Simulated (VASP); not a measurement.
# TaGe2N3 (P6/mmm) in VASP: further runs, part 2 of 2

VASP 6.6.1. The steps go on from the part before.

**3. Single point, PBE**

File INCAR:

```
SYSTEM = TaGe2N3
ALGO     = Normal         ! electronic algorithm
EDIFF    = 1E-6           ! SCF threshold, eV
ENCUT    = 520            ! plane-wave cutoff, eV
GGA      = PE             ! functional
ISIF     = 2              ! what is computed and relaxed
ISMEAR   = 0              ! smearing method
LASPH    = .TRUE.         ! aspherical terms in the spheres
LCHARG   = .FALSE.        ! write CHGCAR
LREAL    = .FALSE.        ! projectors in reciprocal space
LWAVE    = .FALSE.        ! write WAVECAR
NBANDS   = 36             ! bands
NELM     = 80             ! most SCF steps
PREC     = Accurate       ! precision mode
SIGMA    = 0.1            ! smearing width, eV
```

File KPOINTS:

```
k-points
0
G
  9 9 10
  0 0 0
```

File POSCAR:

```
TaGe2N3
1.0
    5.3877319670      0.0000000000      0.0000000000
   -2.6938659835      4.6659127522      0.0000000000
    0.0000000000      0.0000000000      3.7462929238
Ta Ge N
1 2 3
Direct
    0.0000000000      0.0000000000      0.0000000000
    0.3333333333      0.6666666667      0.0000000000
    0.6666666667      0.3333333333      0.0000000000
    0.3333333333      0.6666666667      0.5000000000
    0.6666666667      0.3333333333      0.5000000000
    0.0000000000      0.0000000000      0.5000000000
```

Potentials or basis: VASP PAW PBE potentials, release 64 (Ta_pv, Ge_d, N).

Launch:

```console
$ cat potpaw_PBE.64/Ta_pv/POTCAR potpaw_PBE.64/Ge_d/POTCAR potpaw_PBE.64/N/POTCAR > POTCAR
$ mpirun -np 1 vasp_std > vasp.out
```

OUTCAR:

```text
SYSTEM = TaGe2N3
   EDIFF = 1E-6
   ENCUT = 520
   GGA = PE
   ISIF = 2
   ISMEAR = 0
   LASPH = .TRUE.
   LREAL = .FALSE.
   NELM = 80
   PREC = Accurate

 ion  position               nearest neighbor table
   1  0.000  0.000  0.000-   6 1.87   6 1.87   2 3.11   3 3.11   2 3.11   3 3.11   3 3.11   2 3.11

   2  0.333  0.667  0.000-   4 1.87   4 1.87   1 3.11   1 3.11   1 3.11
   3  0.667  0.333  0.000-   5 1.87   5 1.87   1 3.11   1 3.11   1 3.11
   4  0.333  0.667  0.500-   2 1.87   2 1.87
   5  0.667  0.333  0.500-   3 1.87   3 1.87
   6  0.000  0.000  0.500-   1 1.87   1 1.87

  LATTYP: Found a hexagonal cell.
 ALAT       =     5.3877319670
 C/A-ratio  =     0.6953376572

  Lattice vectors:

 A1 = (   5.3877319670,   0.0000000000,   0.0000000000)
 A2 = (  -2.6938659835,   4.6659127522,   0.0000000000)
 A3 = (   0.0000000000,   0.0000000000,   3.7462929238)

Analysis of symmetry for initial positions (statically):
=====================================================================
 Subroutine PRICEL returns:
 Original cell was already a primitive cell.

 Routine SETGRP: Setting up the symmetry group for a
 hexagonal supercell.

 Subroutine GETGRP returns: Found 24 space group operations
 (whereof 24 operations were pure point group operations)
 out of a pool of 24 trial point group operations.

The static configuration has the point symmetry D_6h.

Analysis of symmetry for dynamics (positions and initial velocities):
=====================================================================
 Subroutine PRICEL returns:
 Original cell was already a primitive cell.

 Routine SETGRP: Setting up the symmetry group for a
 hexagonal supercell.

 Subroutine GETGRP returns: Found 24 space group operations
 (whereof 24 operations were pure point group operations)
 out of a pool of 24 trial point group operations.

The dynamic configuration has the point symmetry D_6h.

 Subroutine INISYM returns: Found 24 space group operations
 (whereof 24 operations are pure point group operations),
 and found     1 'primitive' translations

----------------------------------------------------------------------------------------

                                     Primitive cell

  volume of cell :      94.1769

  direct lattice vectors                    reciprocal lattice vectors
     5.387731967  0.000000000  0.000000000     0.185606858  0.107160169  0.000000000
    -2.693865983  4.665912752  0.000000000     0.000000000  0.214320338  0.000000000
     0.000000000  0.000000000  3.746292924     0.000000000  0.000000000  0.266930542

  length of vectors
     5.387731967  5.387731967  3.746292924     0.214320338  0.214320338  0.266930542

  position of ions in fractional coordinates (direct lattice)
     0.000000000  0.000000000  0.000000000
     0.333333333  0.666666667  0.000000000
     0.666666667  0.333333333  0.000000000
     0.333333333  0.666666667  0.500000000
     0.666666667  0.333333333  0.500000000
     0.000000000  0.000000000  0.500000000

  ion indices of the primitive-cell ions
   primitive index   ion index
                 1           1
                 2           2
                 3           3
                 4           4
                 5           5
                 6           6

----------------------------------------------------------------------------------------

 KPOINTS: k-points

Automatic generation of k-mesh.
 Grid dimensions read from file:
 generate k-points for:    9    9   10

 Generating k-lattice:

  Cartesian coordinates                     Fractional coordinates (reciprocal lattice)
     0.020622984  0.011906685  0.000000000     0.111111111  0.000000000  0.000000000
     0.000000000  0.023813371  0.000000000     0.000000000  0.111111111  0.000000000
     0.000000000  0.000000000  0.026693054     0.000000000  0.000000000  0.100000000

  Length of vectors
     0.023813371  0.023813371  0.026693054

  Shift w.r.t. Gamma in fractional coordinates (k-lattice)
     0.000000000  0.000000000  0.000000000

 Subroutine IBZKPT returns following result:
 ===========================================

 Found     72 irreducible k-points:

 Following reciprocal coordinates:
            Coordinates               Weight
  0.000000  0.000000  0.000000      1.000000
  0.111111  0.000000  0.000000      6.000000
  0.222222 -0.000000  0.000000      6.000000
  0.333333  0.000000  0.000000      6.000000
  0.444444 -0.000000  0.000000      6.000000
  0.111111  0.111111  0.000000      6.000000
[... 16 lines left out ...]
  0.333333  0.222222  0.100000     24.000000
  0.333333  0.333333  0.100000      4.000000
 [... further k-points ...]
   k-points           NKPTS =     72   k-points in BZ     NKDIM =     72   number of bands    NBANDS=     36
   number of dos      NEDOS =    301   number of ions     NIONS =      6
   total plane-waves  NPLWV =  44800
   dimension x,y,z NGX =    40 NGY =   40 NGZ =   28
   dimension x,y,z NGXF=    80 NGYF=   80 NGZF=   56
   ions per type =               1   2   3
   NGX,Y,Z   is equivalent  to a cutoff of  12.34, 12.34, 12.43 a.u.
   NGXF,Y,Z  is equivalent  to a cutoff of  24.69, 24.69, 24.85 a.u.
 SYSTEM =  TaGe2N3
   PREC   = accura    normal or accurate (medium, high low for compatibility)
   ISTART =      0    job   : 0-new  1-cont  2-samecut
   ICHARG =      2    charge: 1-file 2-atom 10-const
   ISPIN  =      1    spin polarized calculation?
   LNONCOLLINEAR =      F non collinear calculations
   LSORBIT =      F    spin-orbit coupling
   LASPH  =      T    aspherical Exc in radial PAW
   ENCUT  =  520.0 eV  38.22 Ry    6.18 a.u.  10.02 10.02  6.97*2*pi/ulx,y,z
   NELM   =     80;   NELMIN=  2; NELMDL= -5     # of ELM steps
   EDIFF  = 0.1E-05   stopping-criterion for ELM
   LREAL  =      F    real-space projection
   EDIFFG = 0.1E-04   stopping-criterion for IOM
   NSW    =      0    number of steps for IOM
   IBRION =     -1    ionic relax: 0-MD 1-quasi-New 2-CG
   NFREE  =      0    steps in history (QN), initial steepest desc. (CG)
   ISIF   =      2    stress and relaxation
   ISYM   =      2    0-nonsym 1-usesym 2-fastsym
   POTIM  = 0.5000    time-step for ionic-motion
   TEBEG  =    0.0;   TEEND  =   0.0 temperature during run
   PSTRESS=    0.0 pullay stress
   NELECT =      54.0000    total number of electrons
   NUPDOWN=      -1.0000    fix difference up-down
   EMIN   =  10.00;   EMAX   =-10.00  energy-range for DOS
   EFERMI =   0.00;   METHOD = LEGACY
   ISMEAR =     0;   SIGMA  =   0.10  broadening in eV -4-tet -1-fermi 0-gaus
   EFERMI_NEDOS =   21; number of points for ismear=-14 and -15
   IALGO  =     38    algorithm
   IMIX   =      4    mixing-type and parameters
     AMIX     =   0.40;   BMIX     =  1.00
     AMIX_MAG =   1.60;   BMIX_MAG =  1.00
  volume/ion in A,a.u.               =      15.70       105.92
  Fermi-wavevector in a.u.,A,eV,Ry     =   1.360060  2.570140 25.167546  1.849762
  Thomas-Fermi vector in A             =   2.486754
   LORBIT       =      0    0 simple, 1 ext, 2 COOP (PROOUT), +10 PAW based schemes
   GGA     = PE    functional components
   LHFCALC =     F    Hartree Fock is set to
   AEXX    =    0.0000 exact exchange contribution
   IVDW    =     0    specifies the selected vdW correction
   LEPSILON=     F    determine dielectric tensor
   LRPA    =     F    only Hartree local field effects (RPA)
 non-spin polarized calculation
 Gauss-broadening in eV      SIGMA  =   0.10
  energy-cutoff  :      520.00
  volume of cell :       94.18
 maximum number of plane-waves:      2560
   NGX = 21   NGY = 21   NGZ = 13

 number of electron      53.9999984 magnetization

 Free energy of the ion-electron system (eV)
  ---------------------------------------------------
  ext. energy  EPLUGINS =         0.00000000
  ---------------------------------------------------
  free energy    TOTEN  =       -38.25602035 eV

  energy without entropy =      -38.23504119  energy(sigma->0) =      -38.24553077

 E-fermi :   3.5039     XC(G=0): -10.6448

 val. band max:        3.5016411759   @ k =   0.4444   0.1111   0.2000
 cond. band min:       3.5103981772   @ k =   0.1111   0.0000   0.5000
 fundamental gap:      0.0087570013
 Fermi energy:         3.5039237600

 k-point     1 :       0.0000    0.0000    0.0000
  band No.  band energies     occupation
      1     -31.3820      2.00000
      2     -31.3820      2.00000
      3     -31.1215      2.00000
      4     -20.8354      2.00000
      5     -20.8120      2.00000
      6     -20.7552      2.00000
[... 925 lines left out ...]
     35       8.2562      0.00000
     36      10.2692      0.00000

 [... further k-points ...]
[... 5 lines left out ...]
  --------------------------------------------------------------------------------------
  -------------------------------------------------------------------------------------
  Total       -0.0739968     -0.0739968      0.3426820      0.0000000      0.0000000      0.0000000
  in kB       -1.2588658     -1.2588658      5.8298515      0.0000000      0.0000000      0.0000000
  external PRESSURE =       1.1040400 kB  Pullay stress =       0.0000000 kB

 VOLUME and BASIS-vectors are now :
 -----------------------------------------------------------------------------
  energy-cutoff  :      520.00
  volume of cell :       94.18
      direct lattice vectors                 reciprocal lattice vectors
     5.387731967  0.000000000  0.000000000     0.185606858  0.107160169  0.000000000
    -2.693865983  4.665912752  0.000000000     0.000000000  0.214320338  0.000000000
     0.000000000  0.000000000  3.746292924     0.000000000  0.000000000  0.266930542

 POSITION                                       TOTAL-FORCE (eV/Angst)
 -----------------------------------------------------------------------------------
      0.00000      0.00000      0.00000        -0.000000      0.000000      0.000000
     -0.00000      3.11061      0.00000         0.000000      0.000000      0.000000
      2.69387      1.55530      0.00000        -0.000000      0.000000      0.000000
     -0.00000      3.11061      1.87315        -0.000000     -0.000000      0.000000
      2.69387      1.55530      1.87315        -0.000000      0.000000     -0.000000
      0.00000      0.00000      1.87315        -0.000000      0.000000      0.000000
 -----------------------------------------------------------------------------------
    total drift:                                0.000000     -0.000000     -0.000000

  FREE ENERGIE OF THE ION-ELECTRON SYSTEM (eV)
  ---------------------------------------------------
  free  energy   TOTEN  =       -38.2560203490 eV

  energy  without entropy=      -38.2350411931  energy(sigma->0) =      -38.24553077
```

It took 2.8 min on 1 thread of AMD EPYC 9R45 (Zen 5), shared host; peak memory 0.32 GiB.

Results:

```
Free energy            : -38.2560 eV
Pressure               : 0.1 GPa
Band gap on the k mesh : zero (bands 27 and 28 overlap by 0.83 eV)
```

Stress tensor (GPa, compression positive):
```
-0.13  0.00  0.00
 0.00 -0.13  0.00
 0.00  0.00  0.58
```

Levels at points of the mesh, in eV from the Fermi level:
```tsv
k point	band 24	band 25	band 26	band 27	band 28	band 29	band 30	band 31
(0.00, 0.00, 0.00)	-1.47	0.15	0.15	0.43	0.79	0.79	1.43	1.43
(0.00, 0.00, 0.50)	-1.79	-1.79	0.01	0.02	0.02	1.47	1.47	3.73
```

Caveat: spin-orbit coupling is left out, which moves the levels of the heavy elements.

**4. Relaxation of cell and atoms, PBE**

This run uses another cell than the first one, of 15.23 Å³/atom.

File INCAR:

```
PREC = Accurate
ENCUT = 600
EDIFF = 1E-6
ISMEAR = 0
SIGMA = 0.1
LREAL = False
LASPH = True
NELM = 80
ALGO = Normal
ISIF = 3
LWAVE = False
LCHARG = False
GGA = PE
IBRION = 2
NSW = 90
EDIFFG = -0.04
```

File KPOINTS:

```
Automatic mesh
0
Gamma
  6 6 4
```

File POSCAR:

```
TaGe2N3
1.0
    5.1749186300      0.0000000000      0.0000000000
   -2.5874593100      4.4816109900      0.0000000000
    0.0000000000      0.0000000000      3.9404608000
Ta Ge N
1 2 3
Direct
    0.0000000000      0.0000000000      0.0000000000
    0.3333333300      0.6666666700      0.0000000000
    0.6666666700      0.3333333300      0.0000000000
    0.3333333300      0.6666666700      0.5000000000
    0.6666666700      0.3333333300      0.5000000000
    0.0000000000      0.0000000000      0.5000000000
```

Potentials or basis: VASP PAW PBE potentials, release 64 (Ta_pv, Ge_d, N).

Launch:

```console
$ cat potpaw_PBE.64/Ta_pv/POTCAR potpaw_PBE.64/Ge_d/POTCAR potpaw_PBE.64/N/POTCAR > POTCAR
$ mpirun -np 1 vasp_std > vasp.out
```

OUTCAR:

```text
PREC = Accurate
   ENCUT = 600
   EDIFF = 1E-6
   ISMEAR = 0
   LREAL = False
   LASPH = True
   NELM = 80
   ISIF = 3
   GGA = PE
   IBRION = 2
   NSW = 90
   EDIFFG = -0.04

 ion  position               nearest neighbor table
   1  0.000  0.000  0.000-   6 1.97   6 1.97   2 2.99   3 2.99   2 2.99   3 2.99   3 2.99   2 2.99

   2  0.333  0.667  0.000-   4 1.97   4 1.97   1 2.99   1 2.99   1 2.99
   3  0.667  0.333  0.000-   5 1.97   5 1.97   1 2.99   1 2.99   1 2.99
   4  0.333  0.667  0.500-   2 1.97   2 1.97
   5  0.667  0.333  0.500-   3 1.97   3 1.97
   6  0.000  0.000  0.500-   1 1.97   1 1.97

  LATTYP: Found a hexagonal cell.
 ALAT       =     5.1749186300
[... 193 lines left out ...]
  Direction    XX          YY          ZZ          XY          YZ          ZX
  --------------------------------------------------------------------------------------
  -------------------------------------------------------------------------------------
  Total       -1.6860834     -1.6860834     -7.0586137     -0.0000000      0.0000000      0.0000000
  in kB      -29.5600351    -29.5600350   -123.7500280     -0.0000000      0.0000000      0.0000000
  external PRESSURE =     -60.9566994 kB  Pullay stress =       0.0000000 kB
[... 67 lines left out ...]
--------------------------------------- Ionic step        3  -------------------------------------------

 number of electron      53.9999983 magnetization

 Free energy of the ion-electron system (eV)
  ---------------------------------------------------
  ext. energy  EPLUGINS =         0.00000000
  ---------------------------------------------------
  free energy    TOTEN  =       -38.06100010 eV

  energy without entropy =      -38.02375752  energy(sigma->0) =      -38.04237881

 E-fermi :   3.9557     XC(G=0): -11.0430

 val. band max:        3.9413128429   @ k =   0.1667   0.1667   0.2500
 cond. band min:       3.9614553694   @ k =   0.0000   0.0000   0.0000
 fundamental gap:      0.0201425265
 Fermi energy:         3.9556562835

 k-point     1 :       0.0000    0.0000    0.0000
  band No.  band energies     occupation
      1     -30.6330      2.00000
      2     -30.6330      2.00000
      3     -30.4880      2.00000
      4     -20.0867      2.00000
      5     -20.0480      2.00000
      6     -20.0331      2.00000
[... 757 lines left out ...]
  FREE ENERGIE OF THE ION-ELECTRON SYSTEM (eV)
  ---------------------------------------------------
  free  energy   TOTEN  =       -38.0610000958 eV

  energy  without entropy=      -38.0237575220  energy(sigma->0) =      -38.04237881

 reached required accuracy - stopping structural energy minimisation
```

OSZICAR:

```text
N       E                     dE             d eps       ncg     rms          rms(c)
DAV:   1     0.598267208841E+03    0.59827E+03   -0.29550E+04  1656   0.405E+03
DAV:   2     0.546701631373E+02   -0.54360E+03   -0.53155E+03  1392   0.955E+02
DAV:   3    -0.404120702828E+02   -0.95082E+02   -0.93014E+02  1624   0.224E+02
DAV:   4    -0.471991844465E+02   -0.67871E+01   -0.67532E+01  1616   0.654E+01
[... 39 lines left out ...]
DAV:   8    -0.380610382588E+02    0.71411E-03   -0.16132E-03  1688   0.442E-01    0.800E-02
DAV:   9    -0.380610098718E+02    0.28387E-04   -0.17507E-04  1712   0.900E-02    0.454E-02
DAV:  10    -0.380610028452E+02    0.70266E-05   -0.25318E-05  1664   0.346E-02    0.243E-02
DAV:  11    -0.380610006098E+02    0.22354E-05   -0.51344E-06  1384   0.183E-02    0.114E-02
DAV:  12    -0.380610000958E+02    0.51402E-06   -0.10225E-06   784   0.939E-03
   3 F= -.38061000E+02 E0= -.38042379E+02  d E =-.904574E-01
```

CONTCAR:

```text
TaGe2N3
   1.00000000000000
     5.1451210477773683   -0.0000000000332443    0.0000000000000000
    -2.5725605189462648    4.4558055269457952   -0.0000000000000000
    -0.0000000000000000    0.0000000000000000    3.8454736465360790
  Ta              Ge              N
     1     2     3
Direct
     0.0000000000000000    1.0000000000000000    0.0000000000000000
     0.3333333300000021    0.6666666699999979    0.0000000000000000
     0.6666666699999979    0.3333333300000021    1.0000000000000000
     0.3333333300000021    0.6666666699999979    0.5000000000000000
     0.6666666699999979    0.3333333300000021    0.5000000000000000
     0.0000000000000000    1.0000000000000000    0.5000000000000000

  0.00000000E+00  0.00000000E+00  0.00000000E+00
  0.00000000E+00  0.00000000E+00  0.00000000E+00
  0.00000000E+00  0.00000000E+00  0.00000000E+00
  0.00000000E+00  0.00000000E+00  0.00000000E+00
  0.00000000E+00  0.00000000E+00  0.00000000E+00
  0.00000000E+00  0.00000000E+00  0.00000000E+00
```

Run time: 2.4 min. Hardware: 1 thread of AMD EPYC 9R45 (Zen 5), shared host; peak memory 0.25 GiB.

Results:

- Free energy: -38.0610 eV
- Relaxed volume: 14.69 Å³/atom
- Relaxed cell: a = 5.145 Å, b = 5.145 Å, c = 3.845 Å, α = 90.00°, β = 90.00°, γ = 120.00°
- Space group after relaxing (to 0.1 Å): P6/mmm (No. 191)
- Energy gained by relaxing: 15.1 meV/atom
- Ionic steps: 3
- Pressure after relaxing: -0.1 GPa
- Band gap on the k mesh: zero (bands 27 and 28 overlap by 0.68 eV)

The path:
```
step  energy change (eV)  largest force (eV/Å)  pressure (GPa)  volume (Å³)
   1              0.0000                0.0000           -6.10        91.39
   2              0.0704                0.0000            8.69        83.88
   3             -0.0905                0.0000           -0.10        88.16
```

Final structure:
```
Ta Ge N
1.0
     5.14512    0.00000    0.00000
    -2.57256    4.45581    0.00000
     0.00000    0.00000    3.84547
Ta Ge N
1 2 3
Cartesian
  -2.5726 4.4558 0.0000
  0.0000 2.9705 0.0000
  2.5726 1.4853 3.8455
  0.0000 2.9705 1.9227
  2.5726 1.4853 1.9227
  -2.5726 4.4558 1.9227
```

Levels at points of the mesh, in eV from the Fermi level:
| k point | band 24 | band 25 | band 26 | band 27 | band 28 | band 29 | band 30 | band 31 |
| --- | --- | --- | --- | --- | --- | --- | --- | --- |
| (0.00, 0.00, 0.00) | -1.43 | 0.01 | 0.55 | 0.55 | 0.65 | 0.65 | 1.47 | 1.47 |
| (0.50, 0.00, 0.00) | -1.38 | -0.22 | -0.21 | -0.07 | 0.49 | 1.26 | 1.39 | 1.66 |
| (0.00, 0.00, 0.50) | -1.86 | -1.86 | 0.20 | 0.43 | 0.43 | 1.71 | 1.71 | 4.51 |
| (0.50, 0.00, 0.50) | -1.47 | -0.83 | -0.20 | -0.04 | 0.07 | 0.73 | 1.07 | 5.11 |

Caveat: the k points lie up to 0.41 Å⁻¹ apart in the final cell, too coarse for converged energies and pressures of a metal; spin-orbit coupling is left out, which moves the levels of the heavy elements.
